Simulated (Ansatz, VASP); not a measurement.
**Two plane-wave programs on Br**

```
Br
1.0
     6.56750    0.00000    0.00000
    -3.28375    5.68763    0.00000
     0.00000    0.00000    2.58300
Br
3
Direct
  0.00000 0.00000 0.00000
  0.33333 0.66667 0.50000
  0.66667 0.33333 0.50000
```

Alike in both runs: functional r2SCAN; k mesh 12 × 12 × 14; occupations gaussian, width 0.1 eV; no spin polarisation.

Ansatz relaxed the structure, and its values are those at the end. VASP's run is a single point on that final structure, the one shown.

|  | VASP | Ansatz |
| --- | --- | --- |
| version | VASP 6.6.1 | Ansatz 0.2.0 |
| potentials or method | VASP PAW PBE potentials, release 64 (Br), cutoff 520 eV | scalar-relativistic, plane waves, PAW |
| valence electrons in the cell | 21 | 21 |

```tsv
	VASP	Ansatz	Ansatz less VASP
gap on the k mesh at the Fermi level (eV)	none	none	-
pressure (GPa)	0.0	0.0	+0.02
```

VASP's potentials were made for PBE, not for r2SCAN. A gap of «none» marks a metal or a gap that the smearing closes. The functional is the same, so the differences come from potentials, cutoffs and numerics.
